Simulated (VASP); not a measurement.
# GaP (I-4m2) in VASP: further runs, part 3 of 3

VASP 6.6.1. Earlier steps stand in the parts before.

## Step 4: Single point, PBEsol

This run uses another cell than the first one, of 20.65 Å³/atom, 1.062 times its volume.

INCAR

```
PREC = Accurate
ENCUT = 500
EDIFF = 1E-6
ISMEAR = -1
SIGMA = 0.05
LREAL = F
LASPH = T
NELM = 120
ALGO = Normal
ISIF = 2
LWAVE = F
LCHARG = F
GGA = PS
NBANDS = 16
GGA_COMPAT = F
```

KPOINTS

```
regular mesh
0
Gamma
  7 7 7
```

POSCAR

```
GaP
1.0
    0.0000000000      2.7525025000      2.7252500000
    2.7525025000      0.0000000000      2.7252500000
    2.7525025000      2.7525025000      0.0000000000
Ga P
1 1
Direct
    0.0000000000      0.0000000000      0.0000000000
    0.7500000000      0.7500000000      0.7500000000
```

Potentials or basis: VASP PAW PBE potentials, release 64 (Ga_d, P).

Started as:

```sh
$ cat potpaw_PBE.64/Ga_d/POTCAR potpaw_PBE.64/P/POTCAR > POTCAR
$ mpirun -np 1 vasp_std > vasp.out
```

OUTCAR:

```text
PREC = Accurate
   ENCUT = 500
   EDIFF = 1E-6
   ISMEAR = -1
   LREAL = F
   LASPH = T
   NELM = 120
   ISIF = 2
   GGA = PS

 ion  position               nearest neighbor table
   1  0.000  0.000  0.000-   2 2.38   2 2.38   2 2.38   2 2.38
   2  0.750  0.750  0.750-   1 2.38   1 2.38   1 2.38   1 2.38

  LATTYP: Found a body centered tetragonal cell.
 ALAT       =     3.8926263660
 C/A-ratio  =     1.4002114479

  Lattice vectors:

 A1 = (   0.0000000000,  -2.7525025000,  -2.7252500000)
 A2 = (   0.0000000000,   2.7525025000,  -2.7252500000)
 A3 = (   2.7525025000,   0.0000000000,   2.7252500000)

Analysis of symmetry for initial positions (statically):
=====================================================================
 Subroutine PRICEL returns:
 Original cell was already a primitive cell.

 Routine SETGRP: Setting up the symmetry group for a
 body centered tetragonal supercell.

 Subroutine GETGRP returns: Found  8 space group operations
 (whereof  8 operations were pure point group operations)
 out of a pool of 16 trial point group operations.

The static configuration has the point symmetry D_2d.

Analysis of symmetry for dynamics (positions and initial velocities):
=====================================================================
 Subroutine PRICEL returns:
 Original cell was already a primitive cell.

 Routine SETGRP: Setting up the symmetry group for a
 body centered tetragonal supercell.

 Subroutine GETGRP returns: Found  8 space group operations
 (whereof  8 operations were pure point group operations)
 out of a pool of 16 trial point group operations.

The dynamic configuration has the point symmetry D_2d.

 Subroutine INISYM returns: Found  8 space group operations
 (whereof  8 operations are pure point group operations),
 and found     1 'primitive' translations

----------------------------------------------------------------------------------------

                                     Primitive cell

  volume of cell :      41.2945

  direct lattice vectors                    reciprocal lattice vectors
     0.000000000  2.752502500  2.725250000    -0.181652878  0.181652878  0.183469406
     2.752502500  0.000000000  2.725250000     0.181652878 -0.181652878  0.183469406
     2.752502500  2.752502500  0.000000000     0.181652878  0.181652878 -0.183469406

  length of vectors
     3.873403875  3.873403875  3.892626366     0.315684271  0.315684271  0.315684271

  position of ions in fractional coordinates (direct lattice)
     0.000000000  0.000000000  0.000000000
     0.750000000  0.750000000  0.750000000

  ion indices of the primitive-cell ions
   primitive index   ion index
                 1           1
                 2           2

----------------------------------------------------------------------------------------

 KPOINTS: regular mesh

Automatic generation of k-mesh.
 Grid dimensions read from file:
 generate k-points for:    7    7    7

 Generating k-lattice:

  Cartesian coordinates                     Fractional coordinates (reciprocal lattice)
    -0.025950411  0.025950411  0.026209915     0.142857143  0.000000000  0.000000000
     0.025950411 -0.025950411  0.026209915     0.000000000  0.142857143  0.000000000
     0.025950411  0.025950411 -0.026209915     0.000000000  0.000000000  0.142857143

  Length of vectors
     0.045097753  0.045097753  0.045097753

  Shift w.r.t. Gamma in fractional coordinates (k-lattice)
     0.000000000  0.000000000  0.000000000

 Subroutine IBZKPT returns following result:
 ===========================================

 Found     40 irreducible k-points:

 Following reciprocal coordinates:
            Coordinates               Weight
  0.000000  0.000000  0.000000      1.000000
  0.142857  0.000000  0.000000      8.000000
  0.285714  0.000000  0.000000      8.000000
  0.428571 -0.000000  0.000000      8.000000
  0.142857  0.142857  0.000000      2.000000
  0.285714  0.142857  0.000000      8.000000
[... 16 lines left out ...]
  0.428571  0.285714  0.142857      8.000000
 -0.428571  0.285714  0.142857     16.000000
 [... further k-points ...]
   k-points           NKPTS =     40   k-points in BZ     NKDIM =     40   number of bands    NBANDS=     16
   number of dos      NEDOS =    301   number of ions     NIONS =      2
   total plane-waves  NPLWV =  21952
   dimension x,y,z NGX =    28 NGY =   28 NGZ =   28
   dimension x,y,z NGXF=    56 NGYF=   56 NGZF=   56
   ions per type =               1   1
   NGX,Y,Z   is equivalent  to a cutoff of  12.02, 12.02, 11.96 a.u.
   NGXF,Y,Z  is equivalent  to a cutoff of  24.04, 24.04, 23.92 a.u.
 SYSTEM =  unknown system
   PREC   = accura    normal or accurate (medium, high low for compatibility)
   ISTART =      0    job   : 0-new  1-cont  2-samecut
   ICHARG =      2    charge: 1-file 2-atom 10-const
   ISPIN  =      1    spin polarized calculation?
   LNONCOLLINEAR =      F non collinear calculations
   LSORBIT =      F    spin-orbit coupling
   LASPH  =      T    aspherical Exc in radial PAW
   ENCUT  =  500.0 eV  36.75 Ry    6.06 a.u.   7.06  7.06  7.10*2*pi/ulx,y,z
   NELM   =    120;   NELMIN=  2; NELMDL= -5     # of ELM steps
   EDIFF  = 0.1E-05   stopping-criterion for ELM
   LREAL  =      F    real-space projection
   EDIFFG = 0.1E-04   stopping-criterion for IOM
   NSW    =      0    number of steps for IOM
   IBRION =     -1    ionic relax: 0-MD 1-quasi-New 2-CG
   NFREE  =      0    steps in history (QN), initial steepest desc. (CG)
   ISIF   =      2    stress and relaxation
   ISYM   =      2    0-nonsym 1-usesym 2-fastsym
   POTIM  = 0.5000    time-step for ionic-motion
   TEBEG  =    0.0;   TEEND  =   0.0 temperature during run
   PSTRESS=    0.0 pullay stress
   NELECT =      18.0000    total number of electrons
   NUPDOWN=      -1.0000    fix difference up-down
   EMIN   =  10.00;   EMAX   =-10.00  energy-range for DOS
   EFERMI =   0.00;   METHOD = LEGACY
   ISMEAR =    -1;   SIGMA  =   0.05  broadening in eV -4-tet -1-fermi 0-gaus
   EFERMI_NEDOS =   21; number of points for ismear=-14 and -15
   IALGO  =     38    algorithm
   IMIX   =      4    mixing-type and parameters
     AMIX     =   0.40;   BMIX     =  1.00
     AMIX_MAG =   1.60;   BMIX_MAG =  1.00
  volume/ion in A,a.u.               =      20.65       139.33
  Fermi-wavevector in a.u.,A,eV,Ry     =   1.241276  2.345672 20.963400  1.540766
  Thomas-Fermi vector in A             =   2.375681
   LORBIT       =      0    0 simple, 1 ext, 2 COOP (PROOUT), +10 PAW based schemes
   GGA     = PS    functional components
   LHFCALC =     F    Hartree Fock is set to
   AEXX    =    0.0000 exact exchange contribution
   IVDW    =     0    specifies the selected vdW correction
   LEPSILON=     F    determine dielectric tensor
   LRPA    =     F    only Hartree local field effects (RPA)
 non-spin polarized calculation
  energy-cutoff  :      500.00
  volume of cell :       41.29
 maximum number of plane-waves:      1059
   NGX = 15   NGY = 15   NGZ = 15

 number of electron      18.0000013 magnetization

 Free energy of the ion-electron system (eV)
  ---------------------------------------------------
  ext. energy  EPLUGINS =         0.00000000
  ---------------------------------------------------
  free energy    TOTEN  =        -9.90879547 eV

  energy without entropy =       -9.90879545  energy(sigma->0) =       -9.90879546

 E-fermi :   5.0906     XC(G=0):  -9.9309

 val. band max:        4.4057336683   @ k =   0.0000   0.0000   0.0000
 cond. band min:       5.8118105035   @ k =   0.4286   0.4286   0.0000
 fundamental gap:      1.4060768352
 Fermi energy:         5.0906436633

 k-point     1 :       0.0000    0.0000    0.0000
  band No.  band energies     occupation
      1     -10.1415      2.00000
      2     -10.1415      2.00000
      3     -10.1386      2.00000
      4     -10.0467      2.00000
      5     -10.0452      2.00000
      6      -8.0060      2.00000
[... 8 lines left out ...]
     15      14.0213      0.00000
     16      14.1990      0.00000

 k-point     2 :       0.1429    0.0000    0.0000
  band No.  band energies     occupation
      1     -10.1566      2.00000
      2     -10.1358      2.00000
      3     -10.1339      2.00000
      4     -10.0468      2.00000
      5     -10.0451      2.00000
      6      -7.7479      2.00000
[... 8 lines left out ...]
     15      13.4242      0.00000
     16      13.9480      0.00000
[... 387 lines left out ...]
      5     -10.0349      2.00000
      6      -6.4189      2.00000
[... 8 lines left out ...]
     15      16.2383      0.00000
     16      16.7212      0.00000

 k-point    24 :      -0.4286    0.2857    0.1429
  band No.  band energies     occupation
      1     -10.2231      2.00000
      2     -10.1101      2.00000
      3     -10.0972      2.00000
      4     -10.0560      2.00000
      5     -10.0368      2.00000
      6      -5.6269      2.00000
[... 8 lines left out ...]
     15      15.7282      0.00000
     16      17.3132      0.00000

 [... further k-points ...]
[... 5 lines left out ...]
  --------------------------------------------------------------------------------------
  -------------------------------------------------------------------------------------
  Total       -0.6343281     -0.6343281     -0.4464324      0.0000000      0.0000000     -0.0000000
  in kB      -24.6111961    -24.6111961    -17.3210622      0.0000000      0.0000000     -0.0000000
  external PRESSURE =     -22.1811514 kB  Pullay stress =       0.0000000 kB

 VOLUME and BASIS-vectors are now :
 -----------------------------------------------------------------------------
  energy-cutoff  :      500.00
  volume of cell :       41.29
      direct lattice vectors                 reciprocal lattice vectors
     0.000000000  2.752502500  2.725250000    -0.181652878  0.181652878  0.183469406
     2.752502500  0.000000000  2.725250000     0.181652878 -0.181652878  0.183469406
     2.752502500  2.752502500  0.000000000     0.181652878  0.181652878 -0.183469406

 POSITION                                       TOTAL-FORCE (eV/Angst)
 -----------------------------------------------------------------------------------
      0.00000      0.00000      0.00000        -0.000000     -0.000000     -0.000000
      4.12875      4.12875      4.08788         0.000000      0.000000      0.000000
 -----------------------------------------------------------------------------------
    total drift:                               -0.000001     -0.000001     -0.000001

  FREE ENERGIE OF THE ION-ELECTRON SYSTEM (eV)
  ---------------------------------------------------
  free  energy   TOTEN  =        -9.9087954723 eV

  energy  without entropy=       -9.9087954546  energy(sigma->0) =       -9.90879546
```

OSZICAR:

```text
N       E                     dE             d eps       ncg     rms          rms(c)
DAV:   1     0.804970676396E+02    0.80497E+02   -0.88375E+03  1328   0.157E+03
DAV:   2    -0.362734119904E+01   -0.84124E+02   -0.80087E+02  1448   0.310E+02
DAV:   3    -0.100821339814E+02   -0.64548E+01   -0.64338E+01  1576   0.663E+01
DAV:   4    -0.101849522413E+02   -0.10282E+00   -0.10280E+00  1552   0.903E+00
DAV:   5    -0.101870531516E+02   -0.21009E-02   -0.21007E-02  1648   0.115E+00    0.403E+00
DAV:   6    -0.994763826559E+01    0.23941E+00   -0.34857E-01  1992   0.111E+01    0.254E+00
DAV:   7    -0.991136150927E+01    0.36277E-01   -0.77702E-02  1792   0.212E+00    0.968E-01
DAV:   8    -0.990857997729E+01    0.27815E-02   -0.11622E-02  1512   0.124E+00    0.160E-01
DAV:   9    -0.990873795483E+01   -0.15798E-03   -0.98309E-04  1776   0.431E-01    0.638E-02
DAV:  10    -0.990876718389E+01   -0.29229E-04   -0.62869E-05  1912   0.791E-02    0.290E-02
DAV:  11    -0.990879561834E+01   -0.28434E-04   -0.29570E-05  1560   0.556E-02    0.574E-03
DAV:  12    -0.990879547227E+01    0.14606E-06   -0.99124E-07  1184   0.113E-02
   1 F= -.99087955E+01 E0= -.99087955E+01  d E =-.176355E-07
```

stdout:

```text
POSCAR found type information on POSCAR GaP
 POSCAR found :  2 types and       2 ions
 scaLAPACK will be used
 -----------------------------------------------------------------------------
|                                                                             |
|                                                                             |
|     You enforced a specific xc type in the INCAR file but a different       |
|     I HOPE YOU KNOW WHAT YOU ARE DOING!                                     |
|                                                                             |
 -----------------------------------------------------------------------------

 LDA part: xc-table for (Slater+PW92), standard interpolation
 POSCAR, INCAR and KPOINTS ok, starting setup
 FFT: planning ... GRIDC
 FFT: planning ... GRID_SOFT
 FFT: planning ... GRID
 WAVECAR not read
 entering main loop
```

Wall time 35 s (1 thread of Intel Xeon Platinum 8375C at 2.90GHz (Ice Lake), shared host); peak memory 0.16 GiB.

Results:

| Item | Value |
| --- | --- |
| Free energy | -9.9088 eV |
| Pressure | -2.2 GPa |
| Band gap on the k mesh | 1.41 eV, indirect (least direct gap 1.55 eV) |

Levels at points of the mesh, in eV from the valence-band top:
| k point | band 6 | band 7 | band 8 | band 9 | band 10 | band 11 | band 12 | band 13 |
| --- | --- | --- | --- | --- | --- | --- | --- | --- |
| (0.00, 0.00, 0.00) | -12.41 | -0.05 | -0.05 | 0.00 | 1.55 | 3.78 | 3.80 | 3.80 |

Caveat: the PAW data sets were made with another functional, which shifts forces and pressure a little.

## Step 5: Overview

```tsv
cell	gap on the mesh (eV)	pressure (GPa)
a = 3.816, b = 3.816, c = 3.777 Å, angles 60.3, 60.3, 59.3°, 2 atoms	1.29	3.0
a = 3.835, b = 3.835, c = 3.816 Å, angles 60.2, 60.2, 59.7°, 2 atoms	1.38	1.1
a = 3.873, b = 3.873, c = 3.893 Å, angles 59.8, 59.8, 60.3°, 2 atoms	1.41	-2.2
```

Alike in all rows: task single point; level PBEsol; potentials or basis VASP PAW PBE potentials, release 64 (Ga_d, P); no spin polarisation; k mesh 7 × 7 × 7; cutoff (eV) 500; smearing fermi-dirac 0.05 eV.

Caveats: the PAW data sets were made with another functional, which shifts forces and pressure a little.

Absolute energies hang on the potentials; compare differences alone.
